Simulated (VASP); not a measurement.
A run of VASP 6.6.1:

File INCAR:

```
PREC = Accurate
ENCUT = 520
EDIFF = 1E-7
ISMEAR = -1
SIGMA = 0.08
LREAL = F
LASPH = T
NELM = 60
ALGO = Normal
ISIF = 2
LWAVE = F
LCHARG = F
LDIPOL = T
IDIPOL = 3
DIPOL = 0.5 0.5 0.500
GGA = CA
NBANDS = 18
```

The input KPOINTS:

```
regular mesh
0
Gamma
  14 14 1
```

Contents of POSCAR:

```
Au
1.0
    2.8625268927      0.0000000000      0.0000000000
    0.0000000000      2.8625268927      0.0000000000
    0.0000000000      0.0000000000     18.0241000000
Au
2
Direct
    0.2500000000      0.2500000000      0.4438498406
    0.7500000000      0.7500000000      0.5561501594
```

Potentials or basis: VASP PAW LDA potentials, release 64 (Au).

Run with:

```sh
$ cat potpaw_LDA.64/Au/POTCAR > POTCAR
$ mpirun -np 1 vasp_std > vasp.out
```

Hardware: 1 thread of Intel Xeon 8259CL, with other jobs on the host.

Q: Estimate the wall time of this run.

A: Run time: 2.2 min on 1 thread of Intel Xeon 8259CL, with other jobs on the host, peak memory 0.25 GiB. Counts: scf iterations 19, k points 36.
